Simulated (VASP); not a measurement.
A run of VASP 6.6.1:

Contents of INCAR:

```
  PREC = Accurate
  ENCUT = 520
  EDIFF = 1E-6
  ISMEAR = -1
  SIGMA = 0.05
  LREAL = False
  LASPH = True
  NELM = 80
  ALGO = Normal
  ISIF = 2
  LWAVE = False
  LCHARG = True
  GGA = PE
  LELF = True
  LVHAR = True
  NBANDS = 22
```

File KPOINTS:

```
regular mesh
0
Gamma
  1 1 1
```

The input POSCAR:

```
I
1.0
    4.4691335775     -2.3015586197      0.0000000000
    4.4691335775      2.3015586197      0.0000000000
    0.0000000000      0.0000000000      9.8759877929
I
4
Direct
    0.8427352896      0.1572647104      0.1220149726
    0.6572647104      0.3427352896      0.6220149726
    0.1572647104      0.8427352896      0.8779850274
    0.3427352896      0.6572647104      0.3779850274
```

Potentials or basis: VASP PAW PBE potentials, release 64 (I).

Run with:

```bash
$ cat potpaw_PBE.64/I/POTCAR > POTCAR
$ mpirun -np 1 vasp_gam > vasp.out
```

Hardware: 1 thread of Intel(R) Xeon(R) 6975P-C (Granite Rapids), with other jobs on the host.

Estimate the wall time of this run.

It took 13 s on 1 thread of Intel(R) Xeon(R) 6975P-C (Granite Rapids), on a shared host, peak memory 0.31 GiB. Counts: scf iterations 12, k points 1.
